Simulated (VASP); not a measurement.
# Hf (P6_3/mmc) in VASP: further runs, part 2 of 2

VASP 6.6.1. The steps go on from the part before.

### 5 Relaxation of shape and atoms at fixed volume, r2SCAN (23.02 Å³/atom)

This run uses another cell than the first one, of 23.02 Å³/atom.

Contents of POSCAR:

```
Hf
1.0
    3.2297601547      0.0000000000      0.0000000000
   -1.6148800773      2.7970543421      0.0000000000
    0.0000000000      0.0000000000      5.0956835157
Hf
2
Direct
    0.3333333333      0.6666666667      0.2500000000
    0.6666666667      0.3333333333      0.7500000000
```

Contents of INCAR.step1:

```
SYSTEM = Hf
PREC = Accurate
ENCUT = 600
ISMEAR = 0
SIGMA = 0.1
LREAL = .False.
LASPH = .True.
NELM = 100
GGA = PE
ALGO = Normal
EDIFF = 1E-4
LWAVE = .True.
LCHARG = .False.
```

Contents of INCAR.step2:

```
SYSTEM = Hf
PREC = Accurate
ENCUT = 600
EDIFF = 1E-6
ISMEAR = 0
SIGMA = 0.1
LREAL = .False.
LASPH = .True.
NELM = 100
ALGO = Normal
ISIF = 4
LWAVE = .False.
LCHARG = .False.
METAGGA = R2SCAN
LMIXTAU = .True.
IBRION = 2
NSW = 50
EDIFFG = -0.01
ISTART = 1
```

Contents of KPOINTS:

```
Automatic mesh
0
Gamma
  15 15 8
  0 0 0
```

Potentials or basis: VASP PAW PBE potentials, release 64 (Hf_pv).

Started as:

```sh
cat potpaw_PBE.64/Hf_pv/POTCAR > POTCAR
cp INCAR.step1 INCAR
mpirun -np 1 vasp_std > vasp.out
cp INCAR.step2 INCAR
mpirun -np 1 vasp_std > vasp.out
```

OUTCAR:

```text
SYSTEM = Hf
   PREC = Accurate
   ENCUT = 600
   EDIFF = 1E-6
   ISMEAR = 0
   LREAL = .False.
   LASPH = .True.
   NELM = 100
   ISIF = 4
   METAGGA = R2SCAN
   IBRION = 2
   NSW = 50
   EDIFFG = -0.01
   ISTART = 1

 ion  position               nearest neighbor table
   1  0.333  0.667  0.250-   2 3.16   2 3.16   2 3.16   2 3.16   2 3.16   2 3.16
   2  0.667  0.333  0.750-   1 3.16   1 3.16   1 3.16   1 3.16   1 3.16   1 3.16

  LATTYP: Found a hexagonal cell.
 ALAT       =     3.2297601547
 C/A-ratio  =     1.5777281506
[... 603 lines left out ...]

  FORCE on cell =-STRESS in cart. coord.  units (eV):
  Direction    XX          YY          ZZ          XY          YZ          ZX
  --------------------------------------------------------------------------------------
  -------------------------------------------------------------------------------------
  Total       -1.0581231     -1.0581231     -1.0657536     -0.0000000      0.0000000      0.0000000
  in kB      -36.8275781    -36.8275781    -37.0931552     -0.0000000      0.0000000      0.0000000
  external PRESSURE =     -36.9161038 kB  Pullay stress =       0.0000000 kB

 VOLUME and BASIS-vectors are now :
 -----------------------------------------------------------------------------
  energy-cutoff  :      600.00
  volume of cell :       46.03
      direct lattice vectors                 reciprocal lattice vectors
     3.229760155  0.000000000  0.000000000     0.309620514  0.178759487  0.000000000
    -1.614880077  2.797054342  0.000000000     0.000000000  0.357518974  0.000000000
     0.000000000  0.000000000  5.095683516     0.000000000  0.000000000  0.196244527

 POSITION                                       TOTAL-FORCE (eV/Angst)
 -----------------------------------------------------------------------------------
     -0.00000      1.86470      1.27392         0.000000      0.000000      0.000000
      1.61488      0.93235      3.82176        -0.000000     -0.000000      0.000000
 -----------------------------------------------------------------------------------
    total drift:                               -0.000000      0.000000     -0.000000

  FREE ENERGIE OF THE ION-ELECTRON SYSTEM (eV)
  ---------------------------------------------------
  free  energy   TOTEN  =       -90.2884435325 eV

  energy  without entropy=      -90.2818129130  energy(sigma->0) =      -90.28512822

 reached required accuracy - stopping structural energy minimisation
```

OUTCAR.step1:

```text
SYSTEM = Hf
   PREC = Accurate
   ENCUT = 600
   ISMEAR = 0
   LREAL = .False.
   LASPH = .True.
[... 633 lines left out ...]
     -0.00000      1.86470      1.27392         0.000000     -0.000000      0.000000
      1.61488      0.93235      3.82176        -0.000000      0.000000      0.000000
 -----------------------------------------------------------------------------------
    total drift:                               -0.000000      0.000000     -0.000000

  FREE ENERGIE OF THE ION-ELECTRON SYSTEM (eV)
  ---------------------------------------------------
  free  energy   TOTEN  =       -19.8451533435 eV

  energy  without entropy=      -19.8378833240  energy(sigma->0) =      -19.84151833
```

OSZICAR.step1:

```text
N       E                     dE             d eps       ncg     rms          rms(c)
DAV:   1     0.512331893093E+02    0.51233E+02   -0.12587E+04  3796   0.151E+03
DAV:   2    -0.183757874233E+02   -0.69609E+02   -0.68365E+02  4638   0.285E+02
DAV:   3    -0.205724179959E+02   -0.21966E+01   -0.21099E+01  5192   0.319E+01
DAV:   4    -0.205952471556E+02   -0.22829E-01   -0.22819E-01  4248   0.392E+00
DAV:   5    -0.205956187604E+02   -0.37160E-03   -0.37158E-03  5274   0.404E-01    0.639E+01
DAV:   6    -0.200447524222E+02    0.55087E+00   -0.54385E-01  4020   0.563E+00    0.377E+01
DAV:   7    -0.198555388453E+02    0.18921E+00   -0.90505E-01  4104   0.695E+00    0.190E+00
DAV:   8    -0.198450581956E+02    0.10481E-01   -0.59513E-02  4182   0.186E+00    0.174E-01
DAV:   9    -0.198451656674E+02   -0.10747E-03   -0.12249E-03  5238   0.282E-01    0.202E-01
DAV:  10    -0.198451533435E+02    0.12324E-04   -0.60532E-05  2754   0.652E-02
   1 F= -.19845153E+02 E0= -.19841518E+02  d E =-.727002E-02
```

Run time: 3.1 min. Hardware: 1 thread of Intel Xeon 6975P-C (Granite Rapids), shared host; peak memory 0.25 GiB.

What came out:

```
Free energy             : -90.2884 eV
Pressure after relaxing : -3.7 GPa
Band gap on the k mesh  : zero (bands 10 and 11 overlap by 1.72 eV)
```

Final structure:
```xyz
2
Lattice="3.2298 0.0000 0.0000 -1.6149 2.7971 0.0000 0.0000 0.0000 5.0957" Properties=species:S:1:pos:R:3 pbc="T T T"
Hf    0.0000    1.8647    1.2739
Hf    1.6149    0.9324    3.8218
```

Caveat: the PAW data sets were made with another functional, which shifts forces and pressure a little; spin-orbit coupling is left out, which moves the levels of the heavy elements.

### 6 Relaxation of shape and atoms at fixed volume, r2SCAN (23.69 Å³/atom)

This run uses another cell than the first one, of 23.69 Å³/atom.

Contents of POSCAR:

```
Hf
1.0
    3.2608174460      0.0000000000      0.0000000000
   -1.6304087230      2.8239507454      0.0000000000
    0.0000000000      0.0000000000      5.1446834785
Hf
2
Direct
    0.3333333333      0.6666666667      0.2500000000
    0.6666666667      0.3333333333      0.7500000000
```

Contents of INCAR.step1:

```
PREC = Accurate
ENCUT = 600
ISMEAR = 0
SIGMA = 0.1
LREAL = False
LASPH = True
NELM = 80
GGA = PE
ALGO = Normal
EDIFF = 1E-4
LWAVE = True
LCHARG = False
```

Contents of INCAR.step2:

```
PREC = Accurate
ENCUT = 600
EDIFF = 1E-7
ISMEAR = 0
SIGMA = 0.1
LREAL = False
LASPH = True
NELM = 80
ALGO = Normal
ISIF = 4
LWAVE = False
LCHARG = False
METAGGA = R2SCAN
LMIXTAU = True
IBRION = 2
NSW = 50
EDIFFG = -0.01
ISTART = 1
```

Contents of KPOINTS:

```
regular mesh
0
Gamma
  15 15 8
```

Potentials or basis: VASP PAW PBE potentials, release 64 (Hf_pv).

Started as:

```sh
cat potpaw_PBE.64/Hf_pv/POTCAR > POTCAR
cp INCAR.step1 INCAR
mpirun -np 1 vasp_std > vasp.out
cp INCAR.step2 INCAR
mpirun -np 1 vasp_std > vasp.out
```

Run time: 5.3 min. Hardware: 1 thread of Intel Xeon Platinum 8488C (Sapphire Rapids), shared host; peak memory 0.25 GiB.

Results (log left out):

* Free energy: -90.2460 eV
* Pressure after relaxing: -6.4 GPa
* Band gap on the k mesh: zero (bands 10 and 11 overlap by 1.71 eV)

Final structure:
```
CELL_PARAMETERS angstrom
3.26082 0.00000 0.00000
-1.63041 2.82395 0.00000
0.00000 0.00000 5.14468
ATOMIC_POSITIONS crystal
Hf 0.33333 0.66667 0.25000
Hf 0.66667 0.33333 0.75000
```

Levels at points of the mesh, in eV from the Fermi level:
```csv
k point,band 6,band 7,band 8,band 9,band 10,band 11,band 12,band 13,band 14
"(0.00, 0.00, 0.00)",-31.59,-7.58,-3.68,0.22,1.29,1.29,1.59,2.10,2.10
"(0.00, 0.00, 0.50)",-31.65,-5.61,-5.61,0.16,0.16,1.19,1.19,1.19,1.19
```

Caveat: the PAW data sets were made with another functional, which shifts forces and pressure a little; spin-orbit coupling is left out, which moves the levels of the heavy elements.

### 7 Overview

| task | cell | gap on the mesh (eV) | pressure (GPa) |
| --- | --- | --- | --- |
| relaxation of shape and atoms at fixed volume | relaxed from a = 3.133, b = 3.133, c = 4.943 Å, angles 90.0, 90.0, 120.0°, 2 atoms | none | 7.0 |
| relaxation of shape and atoms at fixed volume | relaxed from a = 3.166, b = 3.166, c = 4.995 Å, angles 90.0, 90.0, 120.0°, 2 atoms | none | 3.0 |
| relaxation of cell and atoms | relaxed from a = 3.197, b = 3.197, c = 5.058 Å, angles 90.0, 90.0, 120.0°, 2 atoms | none | 0.0 |
| relaxation of shape and atoms at fixed volume | relaxed from a = 3.230, b = 3.230, c = 5.096 Å, angles 90.0, 90.0, 120.0°, 2 atoms | none | -3.7 |
| relaxation of shape and atoms at fixed volume | relaxed from a = 3.261, b = 3.261, c = 5.145 Å, angles 90.0, 90.0, 120.0°, 2 atoms | none | -6.4 |

Alike in all rows: level r2SCAN; potentials or basis VASP PAW PBE potentials, release 64 (Hf_pv); no spin polarisation; k mesh 15 × 15 × 8; cutoff (eV) 600; smearing gaussian 0.1 eV.

Caveats: the PAW data sets were made with another functional, which shifts forces and pressure a little; spin-orbit coupling is left out, which moves the levels of the heavy elements.

Absolute energies hang on the potentials; compare differences alone.
